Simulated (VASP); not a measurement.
# In3Sb2As (P3m1) in VASP: single point with PBE

Aim: the single point of In3Sb2As with PBE.

All numbers are computed with VASP 6.6.1; they aren't measurements. Logs are shortened: lines on timing, memory, paths and dates and some standing lists are left out, and cuts for length are marked.

### Step 1. The cell of the first run

It takes space group P3m1 (No. 156, trigonal). Conventional cell: a = 4.194 Å, b = 4.194 Å, c = 11.376 Å, α = 90.00°, β = 90.00°, γ = 120.00°. Within 4.0 Å of In (site symmetry 3m) lie 3 As at 3.06 Å and 3 Sb at 3.06 Å and 1 In at 3.64 Å. In (site symmetry 3m) has 3 Sb at 3.00 Å and 4 In at 3.21 to 3.64 Å within 3.9 Å. Within 4.2 Å of In (site symmetry 3m) lie 9 In at 3.21 to 4.19 Å and 3 Sb at 3.30 Å and 1 As at 3.76 Å. Sb (site symmetry 3m) has 3 As at 2.86 Å and 3 In at 3.30 Å within 3.8 Å. Within 3.9 Å of Sb (site symmetry 3m) lie 6 In at 3.00 to 3.06 Å. Within 3.8 Å of As (site symmetry 3m) lie 3 Sb at 2.86 Å and 4 In at 3.06 to 3.76 Å.

The cell was generated, and may not be a known phase.

### Step 2. Single point, PBE

INCAR

```
SYSTEM = In3Sb2As
PREC = Accurate
ENCUT = 520
EDIFF = 1E-6
ISMEAR = 0
SIGMA = 0.1
LREAL = .False.
LASPH = .True.
NELM = 100
ALGO = Normal
ISIF = 2
LWAVE = .False.
LCHARG = .False.
GGA = PE
NBANDS = 36
```

KPOINTS

```
regular mesh
0
Gamma
  12 12 4
  0 0 0
```

POSCAR

```
In3Sb2As
1.0
    4.1940257335      0.0000000000      0.0000000000
   -2.0970128667      3.6321328293      0.0000000000
    0.0000000000      0.0000000000     11.3762590174
In Sb As
3 2 1
Direct
    0.6666666667      0.3333333333      0.4212463984
    0.6666666667      0.3333333333      0.1013429364
    0.0000000000      0.0000000000      0.9161839551
    0.3333333333      0.6666666667      0.7189941828
    0.3333333333      0.6666666667      0.2568656987
    0.0000000000      0.0000000000      0.5853668185
```

Potentials or basis: VASP PAW PBE potentials, release 64 (In_d, Sb, As).

Command:

```bash
$ cat potpaw_PBE.64/In_d/POTCAR potpaw_PBE.64/Sb/POTCAR potpaw_PBE.64/As/POTCAR > POTCAR
$ mpirun -np 1 vasp_std > vasp.out
```

OUTCAR:

```text
SYSTEM = In3Sb2As
   PREC = Accurate
   ENCUT = 520
   EDIFF = 1E-6
   ISMEAR = 0
   LREAL = .False.
   LASPH = .True.
   NELM = 100
   ISIF = 2
   GGA = PE

 ion  position               nearest neighbor table
   1  0.667  0.333  0.421-   6 3.06   6 3.06   6 3.06   5 3.06   5 3.06   5 3.06   2 3.64
   2  0.667  0.333  0.101-   5 3.00   5 3.00   5 3.00   3 3.21   3 3.21   3 3.21   1 3.64
   3  0.000  0.000  0.916-   2 3.21   2 3.21   2 3.21   4 3.30   4 3.30   4 3.30
   4  0.333  0.667  0.719-   6 2.86   6 2.86   6 2.86   3 3.30   3 3.30   3 3.30
   5  0.333  0.667  0.257-   2 3.00   2 3.00   2 3.00   1 3.06   1 3.06   1 3.06
   6  0.000  0.000  0.585-   4 2.86   4 2.86   4 2.86   1 3.06   1 3.06   1 3.06

  LATTYP: Found a hexagonal cell.
 ALAT       =     4.1940257335
 C/A-ratio  =     2.7124914677

  Lattice vectors:

 A1 = (   4.1940257335,   0.0000000000,   0.0000000000)
 A2 = (  -2.0970128667,   3.6321328293,   0.0000000000)
 A3 = (   0.0000000000,   0.0000000000,  11.3762590174)

Analysis of symmetry for initial positions (statically):
=====================================================================
 Subroutine PRICEL returns:
 Original cell was already a primitive cell.

 Routine SETGRP: Setting up the symmetry group for a
 hexagonal supercell.

 Subroutine GETGRP returns: Found  6 space group operations
 (whereof  6 operations were pure point group operations)
 out of a pool of 24 trial point group operations.

The static configuration has the point symmetry C_3v.

Analysis of symmetry for dynamics (positions and initial velocities):
=====================================================================
 Subroutine PRICEL returns:
 Original cell was already a primitive cell.

 Routine SETGRP: Setting up the symmetry group for a
 hexagonal supercell.

 Subroutine GETGRP returns: Found  6 space group operations
 (whereof  6 operations were pure point group operations)
 out of a pool of 24 trial point group operations.

The dynamic configuration has the point symmetry C_3v.

 Subroutine INISYM returns: Found  6 space group operations
 (whereof  6 operations are pure point group operations),
 and found     1 'primitive' translations

----------------------------------------------------------------------------------------

                                     Primitive cell

  volume of cell :     173.2975

  direct lattice vectors                    reciprocal lattice vectors
     4.194025734  0.000000000  0.000000000     0.238434398  0.137660164  0.000000000
    -2.097012867  3.632132829  0.000000000     0.000000000  0.275320327  0.000000000
     0.000000000  0.000000000 11.376259017     0.000000000  0.000000000  0.087902359

  length of vectors
     4.194025734  4.194025733 11.376259017     0.275320327  0.275320327  0.087902359

  position of ions in fractional coordinates (direct lattice)
     0.666666667  0.333333333  0.421246398
     0.666666667  0.333333333  0.101342936
     0.000000000  0.000000000  0.916183955
     0.333333333  0.666666667  0.718994183
     0.333333333  0.666666667  0.256865699
     0.000000000  0.000000000  0.585366818

  ion indices of the primitive-cell ions
   primitive index   ion index
                 1           1
                 2           2
                 3           3
                 4           4
                 5           5
                 6           6

----------------------------------------------------------------------------------------

 KPOINTS: regular mesh

Automatic generation of k-mesh.
 Grid dimensions read from file:
 generate k-points for:   12   12    4

 Generating k-lattice:

  Cartesian coordinates                     Fractional coordinates (reciprocal lattice)
     0.019869533  0.011471680  0.000000000     0.083333333  0.000000000  0.000000000
     0.000000000  0.022943361  0.000000000     0.000000000  0.083333333  0.000000000
     0.000000000  0.000000000  0.021975590     0.000000000  0.000000000  0.250000000

  Length of vectors
     0.022943361  0.022943361  0.021975590

  Shift w.r.t. Gamma in fractional coordinates (k-lattice)
     0.000000000  0.000000000  0.000000000

 Subroutine IBZKPT returns following result:
 ===========================================

 Found     69 irreducible k-points:

 Following reciprocal coordinates:
            Coordinates               Weight
  0.000000  0.000000  0.000000      1.000000
  0.083333 -0.000000  0.000000      6.000000
  0.166667 -0.000000  0.000000      6.000000
  0.250000 -0.000000  0.000000      6.000000
  0.333333 -0.000000  0.000000      6.000000
  0.416667 -0.000000  0.000000      6.000000
[... 16 lines left out ...]
  0.166667 -0.000000  0.250000      6.000000
  0.000000  0.166667  0.250000      6.000000
 [... further k-points ...]
   k-points           NKPTS =     69   k-points in BZ     NKDIM =     69   number of bands    NBANDS=     36
   number of dos      NEDOS =    301   number of ions     NIONS =      6
   total plane-waves  NPLWV =  92160
   dimension x,y,z NGX =    32 NGY =   32 NGZ =   90
   dimension x,y,z NGXF=    64 NGYF=   64 NGZF=  180
   ions per type =               3   2   1
   NGX,Y,Z   is equivalent  to a cutoff of  12.68, 12.68, 13.15 a.u.
   NGXF,Y,Z  is equivalent  to a cutoff of  25.37, 25.37, 26.30 a.u.
 SYSTEM =  In3Sb2As
   PREC   = accura    normal or accurate (medium, high low for compatibility)
   ISTART =      0    job   : 0-new  1-cont  2-samecut
   ICHARG =      2    charge: 1-file 2-atom 10-const
   ISPIN  =      1    spin polarized calculation?
   LNONCOLLINEAR =      F non collinear calculations
   LSORBIT =      F    spin-orbit coupling
   LASPH  =      T    aspherical Exc in radial PAW
   ENCUT  =  520.0 eV  38.22 Ry    6.18 a.u.   7.80  7.80 21.15*2*pi/ulx,y,z
   NELM   =    100;   NELMIN=  2; NELMDL= -5     # of ELM steps
   EDIFF  = 0.1E-05   stopping-criterion for ELM
   LREAL  =      F    real-space projection
   EDIFFG = 0.1E-04   stopping-criterion for IOM
   NSW    =      0    number of steps for IOM
   IBRION =     -1    ionic relax: 0-MD 1-quasi-New 2-CG
   NFREE  =      0    steps in history (QN), initial steepest desc. (CG)
   ISIF   =      2    stress and relaxation
   ISYM   =      2    0-nonsym 1-usesym 2-fastsym
   POTIM  = 0.5000    time-step for ionic-motion
   TEBEG  =    0.0;   TEEND  =   0.0 temperature during run
   PSTRESS=    0.0 pullay stress
   NELECT =      54.0000    total number of electrons
   NUPDOWN=      -1.0000    fix difference up-down
   EMIN   =  10.00;   EMAX   =-10.00  energy-range for DOS
   EFERMI =   0.00;   METHOD = LEGACY
   ISMEAR =     0;   SIGMA  =   0.10  broadening in eV -4-tet -1-fermi 0-gaus
   EFERMI_NEDOS =   21; number of points for ismear=-14 and -15
   IALGO  =     38    algorithm
   IMIX   =      4    mixing-type and parameters
     AMIX     =   0.40;   BMIX     =  1.00
     AMIX_MAG =   1.60;   BMIX_MAG =  1.00
  volume/ion in A,a.u.               =      28.88       194.91
  Fermi-wavevector in a.u.,A,eV,Ry     =   1.109878  2.097366 16.760060  1.231830
  Thomas-Fermi vector in A             =   2.246423
   LORBIT       =      0    0 simple, 1 ext, 2 COOP (PROOUT), +10 PAW based schemes
   GGA     = PE    functional components
   LHFCALC =     F    Hartree Fock is set to
   AEXX    =    0.0000 exact exchange contribution
   IVDW    =     0    specifies the selected vdW correction
   LEPSILON=     F    determine dielectric tensor
   LRPA    =     F    only Hartree local field effects (RPA)
 non-spin polarized calculation
 Gauss-broadening in eV      SIGMA  =   0.10
  energy-cutoff  :      520.00
  volume of cell :      173.30
 maximum number of plane-waves:      4710
   NGX = 15   NGY = 15   NGZ = 43

 number of electron      54.0000002 magnetization

 Free energy of the ion-electron system (eV)
  ---------------------------------------------------
  ext. energy  EPLUGINS =         0.00000000
  ---------------------------------------------------
  free energy    TOTEN  =       -20.34743724 eV

  energy without entropy =      -20.33357441  energy(sigma->0) =      -20.34050583

 E-fermi :   6.2002     XC(G=0):  -9.5544

 val. band max:        6.1509723916   @ k =   0.2500   0.1667   0.5000
 cond. band min:       6.2019415154   @ k =   0.0000   0.3333   0.2500
 fundamental gap:      0.0509691238
 Fermi energy:         6.2001879463

 k-point     1 :       0.0000    0.0000    0.0000
  band No.  band energies     occupation
      1      -8.5352      2.00000
      2      -8.5352      2.00000
      3      -8.4661      2.00000
      4      -8.4455      2.00000
      5      -8.4455      2.00000
      6      -8.2947      2.00000
[... 28 lines left out ...]
     35      10.5088      0.00000
     36      10.8913      0.00000

 k-point     2 :       0.0833   -0.0000    0.0000
  band No.  band energies     occupation
      1      -8.5352      2.00000
      2      -8.5340      2.00000
      3      -8.4626      2.00000
      4      -8.4460      2.00000
      5      -8.4421      2.00000
      6      -8.3003      2.00000
[... 28 lines left out ...]
     35      10.5262      0.00000
     36      10.7161      0.00000

 k-point     3 :       0.1667   -0.0000    0.0000
  band No.  band energies     occupation
      1      -8.5340      2.00000
      2      -8.5311      2.00000
      3      -8.4579      2.00000
      4      -8.4429      2.00000
      5      -8.4330      2.00000
      6      -8.3159      2.00000
[... 28 lines left out ...]
     35      10.6572      0.00000
     36      10.7637      0.00000

 k-point     4 :       0.2500   -0.0000    0.0000
  band No.  band energies     occupation
      1      -8.5296      2.00000
      2      -8.5276      2.00000
      3      -8.4607      2.00000
      4      -8.4305      2.00000
      5      -8.4199      2.00000
      6      -8.3386      2.00000
[... 28 lines left out ...]
     35      10.6037      0.00000
     36      10.6550      0.00000

 k-point     5 :       0.3333   -0.0000    0.0000
  band No.  band energies     occupation
      1      -8.5249      2.00000
      2      -8.5205      2.00000
      3      -8.4652      2.00000
      4      -8.4196      2.00000
      5      -8.4061      2.00000
      6      -8.3624      2.00000
[... 655 lines left out ...]
 k-point    22 :       0.0000    0.0833    0.2500
  band No.  band energies     occupation
      1      -8.5352      2.00000
      2      -8.5340      2.00000
      3      -8.4629      2.00000
      4      -8.4460      2.00000
      5      -8.4421      2.00000
      6      -8.3001      2.00000
[... 28 lines left out ...]
     35      10.5612      0.00000
     36      10.6630      0.00000

 k-point    23 :       0.1667   -0.0000    0.2500
  band No.  band energies     occupation
      1      -8.5340      2.00000
      2      -8.5311      2.00000
      3      -8.4580      2.00000
      4      -8.4431      2.00000
      5      -8.4330      2.00000
      6      -8.3164      2.00000
[... 28 lines left out ...]
     35      10.4784      0.00000
     36      10.7953      0.00000

 k-point    24 :       0.0000    0.1667    0.2500
  band No.  band energies     occupation
      1      -8.5340      2.00000
      2      -8.5310      2.00000
      3      -8.4581      2.00000
      4      -8.4430      2.00000
      5      -8.4330      2.00000
      6      -8.3159      2.00000
[... 28 lines left out ...]
     35      10.7801      0.00000
     36      10.8814      0.00000

 [... further k-points ...]

------------------------ aborting loop because EDIFF is reached ----------------------------------------

  FORCE on cell =-STRESS in cart. coord.  units (eV):
  Direction    XX          YY          ZZ          XY          YZ          ZX
  --------------------------------------------------------------------------------------
  -------------------------------------------------------------------------------------
  Total       -0.0177968     -0.0177968      0.0068036     -0.0000000      0.0000000      0.0000000
  in kB       -0.1645357     -0.1645357      0.0629006     -0.0000000      0.0000000      0.0000000
  external PRESSURE =      -0.0887236 kB  Pullay stress =       0.0000000 kB

 VOLUME and BASIS-vectors are now :
 -----------------------------------------------------------------------------
  energy-cutoff  :      520.00
  volume of cell :      173.30
      direct lattice vectors                 reciprocal lattice vectors
     4.194025734  0.000000000  0.000000000     0.238434398  0.137660164  0.000000000
    -2.097012867  3.632132829  0.000000000     0.000000000  0.275320327  0.000000000
     0.000000000  0.000000000 11.376259017     0.000000000  0.000000000  0.087902359

 POSITION                                       TOTAL-FORCE (eV/Angst)
 -----------------------------------------------------------------------------------
      2.09701      1.21071      4.79221        -0.000000     -0.000000      0.000050
      2.09701      1.21071      1.15290         0.000000     -0.000000     -0.001585
      0.00000      0.00000     10.42275        -0.000000      0.000000     -0.001780
     -0.00000      2.42142      8.17946        -0.000000      0.000000      0.013261
     -0.00000      2.42142      2.92217         0.000000      0.000000      0.000144
      0.00000      0.00000      6.65928         0.000000      0.000000     -0.010092
 -----------------------------------------------------------------------------------
    total drift:                               -0.000000      0.000000      0.000146

  FREE ENERGIE OF THE ION-ELECTRON SYSTEM (eV)
  ---------------------------------------------------
  free  energy   TOTEN  =       -20.3474372410 eV

  energy  without entropy=      -20.3335744144  energy(sigma->0) =      -20.34050583
```

Wall time 3.9 min (1 thread of Intel Xeon 6975P-C (Granite Rapids), shared host); peak memory 0.56 GiB.

What came out:

```yaml
Free_energy: -20.3474 eV
Pressure: 0.0 GPa
Largest_force: 0.013 eV/Å
Band_gap_on_the_k_mesh: zero (bands 27 and 28 overlap by 1.51 eV)
```

Forces in eV/Å, atoms in the order of the input:
```
In   0.000  0.000  0.000
In   0.000  0.000 -0.002
In   0.000  0.000 -0.002
Sb   0.000  0.000  0.013
Sb   0.000  0.000  0.000
As   0.000  0.000 -0.010
```

Caveat: spin-orbit coupling is left out, which moves the levels of the heavy elements.

The gap in the log of VASP goes by the Fermi energy; the results here count the filled bands.